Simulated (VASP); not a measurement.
# Ge (Imma) in VASP: notebook, part 2 of 2

VASP 6.6.1. The steps go on from the part before.

### Step 4. Single point, PBE

Contents of INCAR:

```
ALGO = Normal
EDIFF = 1E-6
ENCUT = 520
GGA = PE
ISIF = 2
ISMEAR = 0
LASPH = T
LCHARG = T
LELF = T
LREAL = F
LVHAR = T
LWAVE = F
NBANDS = 21
NELM = 80
PREC = Accurate
SIGMA = 0.1
```

Contents of KPOINTS:

```
k-points
0
Gamma
  3 3 2
```

Contents of POSCAR:

```
Ge
1.0
   -2.4958980000      2.6508630000      1.4369470000
    2.4958980000     -2.6508630000      1.4369470000
    2.4958980000      2.6508630000     -1.4369470000
Ge
2
Direct
    0.1859430000      0.9359430000      0.2500000000
    0.8140570000      0.0640570000      0.7500000000
```

Potentials or basis: VASP PAW PBE potentials, release 64 (Ge_d).

Launch:

```console
$ cat potpaw_PBE.64/Ge_d/POTCAR > POTCAR
$ mpirun -np 1 vasp_std > vasp.out
```

OUTCAR:

```text
EDIFF = 1E-6
   ENCUT = 520
   GGA = PE
   ISIF = 2
   ISMEAR = 0
   LASPH = T
   LREAL = F
   NELM = 80
   PREC = Accurate

 ion  position               nearest neighbor table
   1  0.186  0.936  0.250-   2 2.68   2 2.68   2 2.72   2 2.72
   2  0.814  0.064  0.750-   1 2.68   1 2.68   1 2.72   1 2.72

  LATTYP: Found a body centered orthorhombic cell.
 ALAT       =     2.8738940000
 B/A-ratio  =     1.7369450648
 C/A-ratio  =     1.8447882907

  Lattice vectors:

[... 434 lines left out ...]

------------------------ aborting loop because EDIFF is reached ----------------------------------------

  FORCE on cell =-STRESS in cart. coord.  units (eV):
  Direction    XX          YY          ZZ          XY          YZ          ZX
  --------------------------------------------------------------------------------------
  -------------------------------------------------------------------------------------
  Total       -1.8908107     -0.1916357      1.8249235      0.0000000     -0.0000000      0.0000000
  in kB      -79.6606362     -8.0736900     76.8847835      0.0000000     -0.0000000      0.0000000
  external PRESSURE =      -3.6165142 kB  Pullay stress =       0.0000000 kB

 VOLUME and BASIS-vectors are now :
 -----------------------------------------------------------------------------
  energy-cutoff  :      520.00
  volume of cell :       38.03
      direct lattice vectors                 reciprocal lattice vectors
    -2.495898000  2.650863000  1.436947000     0.000000000  0.188617820  0.347959946
     2.495898000 -2.650863000  1.436947000     0.200328699  0.000000000  0.347959946
     2.495898000  2.650863000 -1.436947000     0.200328699  0.188617820  0.000000000

 POSITION                                       TOTAL-FORCE (eV/Angst)
 -----------------------------------------------------------------------------------
      2.49590     -1.32543      1.25285         0.000000      0.000000     -0.022889
      0.00000      3.97629      0.18409        -0.000000     -0.000000      0.022889
 -----------------------------------------------------------------------------------
    total drift:                                0.000000      0.000000     -0.000000

  FREE ENERGIE OF THE ION-ELECTRON SYSTEM (eV)
  ---------------------------------------------------
  free  energy   TOTEN  =        -8.4021121137 eV

  energy  without entropy=       -8.4017952367  energy(sigma->0) =       -8.40195368
```

Run time: 5 s. Hardware: 1 thread of Intel Xeon 6975P-C (Granite Rapids), shared host; peak memory 0.16 GiB.

What came out:

* Free energy: -8.4021 eV
* Pressure: -0.4 GPa
* Largest force: 0.023 eV/Å
* Band gap on the k mesh: zero (band 14 reaches 7.17 eV, above the bottom of band 15 at 4.77 eV)

Forces on the atoms (eV/Å):
```
Ge   0.000  0.000 -0.023
Ge   0.000  0.000  0.023
```

Caveat: the k points lie up to 0.86 Å⁻¹ apart.

### Step 5. Single point, PBEsol

Contents of INCAR:

```
SYSTEM = Ge
PREC = Accurate
ENCUT = 520
EDIFF = 1E-7
ISMEAR = 0
SIGMA = 0.1
LREAL = .FALSE.
LASPH = .TRUE.
NELM = 80
ALGO = Normal
ISIF = 2
LWAVE = .FALSE.
LCHARG = .FALSE.
GGA = PS
NBANDS = 21
```

Contents of KPOINTS:

```
regular mesh
0
G
  6 6 6
  0 0 0
```

POSCAR is that of step 4.

Potentials or basis: VASP PAW PBE potentials, release 64 (Ge_d).

Launch:

```console
$ cat potpaw_PBE.64/Ge_d/POTCAR > POTCAR
$ mpirun -np 1 vasp_std > vasp.out
```

OUTCAR:

```text
SYSTEM = Ge
   PREC = Accurate
   ENCUT = 520
   EDIFF = 1E-7
   ISMEAR = 0
   LREAL = .FALSE.
   LASPH = .TRUE.
   NELM = 80
   ISIF = 2
   GGA = PS

 ion  position               nearest neighbor table
   1  0.186  0.936  0.250-   2 2.68   2 2.68   2 2.72   2 2.72
   2  0.814  0.064  0.750-   1 2.68   1 2.68   1 2.72   1 2.72

  LATTYP: Found a body centered orthorhombic cell.
 ALAT       =     2.8738940000
 B/A-ratio  =     1.7369450648
 C/A-ratio  =     1.8447882907

  Lattice vectors:

 A1 = (   2.4958980000,  -2.6508630000,   1.4369470000)
 A2 = (  -2.4958980000,  -2.6508630000,  -1.4369470000)
 A3 = (   2.4958980000,   2.6508630000,  -1.4369470000)

Analysis of symmetry for initial positions (statically):
=====================================================================
 Subroutine PRICEL returns:
 Original cell was already a primitive cell.

 Routine SETGRP: Setting up the symmetry group for a
 body centered orthorhombic supercell.

 Subroutine GETGRP returns: Found  8 space group operations
 (whereof  4 operations were pure point group operations)
 out of a pool of  8 trial point group operations.

[... 158 lines left out ...]
  ---------------------------------------------------
  ext. energy  EPLUGINS =         0.00000000
  ---------------------------------------------------
  free energy    TOTEN  =        -9.51900447 eV

  energy without entropy =       -9.51463253  energy(sigma->0) =       -9.51681850

 E-fermi :   6.5823     XC(G=0): -11.3367

 val. band max:        6.5557073859   @ k =   0.1667   0.5000   0.0000
 cond. band min:       6.6408770803   @ k =  -0.1667   0.5000   0.1667
 fundamental gap:      0.0851696943
 Fermi energy:         6.5822792516

 k-point     1 :       0.0000    0.0000    0.0000
  band No.  band energies     occupation
      1     -18.2587      2.00000
      2     -18.1888      2.00000
      3     -18.1865      2.00000
      4     -18.1774      2.00000
      5     -18.1495      2.00000
      6     -18.1088      2.00000
[... 565 lines left out ...]
     20      15.3424      0.00000
     21      16.4295      0.00000

 [... further k-points ...]
[... 5 lines left out ...]
  --------------------------------------------------------------------------------------
  -------------------------------------------------------------------------------------
  Total       -0.8076684      0.5867928     -1.1248741      0.0000000      0.0000000      0.0000000
  in kB      -34.0274028     24.7218232    -47.3914111      0.0000000      0.0000000      0.0000000
  external PRESSURE =     -18.8989969 kB  Pullay stress =       0.0000000 kB

 VOLUME and BASIS-vectors are now :
 -----------------------------------------------------------------------------
  energy-cutoff  :      520.00
  volume of cell :       38.03
      direct lattice vectors                 reciprocal lattice vectors
    -2.495898000  2.650863000  1.436947000     0.000000000  0.188617820  0.347959946
     2.495898000 -2.650863000  1.436947000     0.200328699  0.000000000  0.347959946
     2.495898000  2.650863000 -1.436947000     0.200328699  0.188617820  0.000000000

 POSITION                                       TOTAL-FORCE (eV/Angst)
 -----------------------------------------------------------------------------------
      2.49590     -1.32543      1.25285        -0.000000     -0.000000     -0.020754
      0.00000      3.97629      0.18409         0.000000      0.000000      0.020754
 -----------------------------------------------------------------------------------
    total drift:                                0.000000      0.000000     -0.000000

  FREE ENERGIE OF THE ION-ELECTRON SYSTEM (eV)
  ---------------------------------------------------
  free  energy   TOTEN  =        -9.5190044663 eV

  energy  without entropy=       -9.5146325283  energy(sigma->0) =       -9.51681850
```

Run time: 15 s. Hardware: 1 thread of Intel Xeon 6975P-C (Granite Rapids), shared host; peak memory 0.17 GiB.

Results:

- Free energy: -9.5190 eV
- Pressure: -1.9 GPa
- Largest force: 0.021 eV/Å
- Band gap on the k mesh: zero (band 14 reaches 8.01 eV, above the bottom of band 15 at 2.93 eV)

Forces in eV/Å, atoms in the order of the input:
```
Ge   0.000  0.000 -0.021
Ge   0.000  0.000  0.021
```

Levels at points of the mesh, in eV from the Fermi level:
```csv
k point,band 12,band 13,band 14,band 15,band 16,band 17
"(0.00, 0.00, 0.00)",-4.01,-2.54,-2.08,3.24,6.76,6.98
"(0.50, 0.00, 0.00)",-7.15,-2.14,-1.74,-0.97,1.30,3.01
"(0.00, 0.50, 0.00)",-6.10,-3.64,-2.44,-1.96,2.91,3.82
"(0.50, 0.50, 0.00)",-10.55,0.47,0.47,2.08,2.08,6.56
"(0.50, 0.50, 0.50)",-8.40,-6.03,-5.79,4.20,6.66,10.52
```

Caveat: the k points lie up to 0.42 Å⁻¹ apart; the PAW data sets were made with another functional, which shifts forces and pressure a little.

### Step 6. Summary

| level | k mesh | smearing | gap on the mesh (eV) | pressure (GPa) | largest force (eV/Å) |
| --- | --- | --- | --- | --- | --- |
| PBE | 2 × 2 × 2, shifted | tetrahedron | none | -6.0 | 0.24 |
| PBE | 1 × 4 × 4 | gaussian 0.1 eV | none | 15.7 | 0.44 |
| PBE | 3 × 3 × 2 | gaussian 0.1 eV | none | -0.4 | 0.02 |
| PBEsol | 6 × 6 × 6 | gaussian 0.1 eV | none | -1.9 | 0.02 |

Alike in all rows: task single point; potentials or basis VASP PAW PBE potentials, release 64 (Ge_d); no spin polarisation; cell as given; cutoff (eV) 520.

Caveats: all runs use coarse meshes; the PAW data sets were made with another functional, which shifts forces and pressure a little (some runs).

Total energies depend on the potentials used, so only differences within one code and one set of settings carry meaning.
